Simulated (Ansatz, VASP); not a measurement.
## One calculation of Al8N7, two programs

```xyz
15
Lattice="0.0000 4.4032 -4.4032 4.4032 4.4032 0.0000 4.4032 0.0000 -4.4032" Properties=species:S:1:pos:R:3 pbc="T T T"
Al    2.1904    0.0112   -2.1904
Al    4.4081    2.1967   -2.1967
Al    2.1967    2.1967   -4.4081
Al    4.4081    4.4081   -4.4081
Al    4.4144    0.0112   -4.4144
Al    6.5935    2.1904   -4.4144
Al    4.4144    2.1904   -6.5935
Al    6.5999    4.4081   -6.5999
N     3.3024    3.3024   -1.1069
N     1.1069    3.3024   -3.3024
N     3.3024    5.4979   -3.3024
N     3.3024    1.1069   -3.3024
N     5.4979    3.3024   -3.3024
N     3.3024    3.3024   -5.4979
N     5.5040    5.5040   -5.5040
```

Change from the starting cell: N vacancy (site c), charge +0, atoms relaxed at the host's cell.

Alike in both runs: functional PBE; k mesh 2 × 2 × 2; occupations gaussian, width 0.01 eV; collinear spin.

Ansatz relaxed the structure, and its values are those at the end. VASP's run is a single point on that final structure, the one shown.

```csv
,VASP,Ansatz
version,VASP 6.6.1,Ansatz 0.2.0
potentials or method,"VASP PAW PBE potentials, release 64 (Al, N), cutoff 520 eV","scalar-relativistic, plane waves, PAW"
valence electrons in the cell,59,59
```

Ansatz gave:

| Quantity | Value |
| --- | --- |
| gap on the k mesh at the Fermi level (eV) | none |
| rms of the force components (eV/Å) | 0.001 |
| net moment per atom (μB) | 0.02 |

Problem. What did VASP give for the same quantities?

Solution. gap on the k mesh at the Fermi level (eV): none; rms of the force components (eV/Å): 0.005; net moment per atom (μB): 0.02.

A gap of «none» marks a metal or a gap that the smearing closes.

The k mesh is coarse, so the values compare programs but aren't converged.
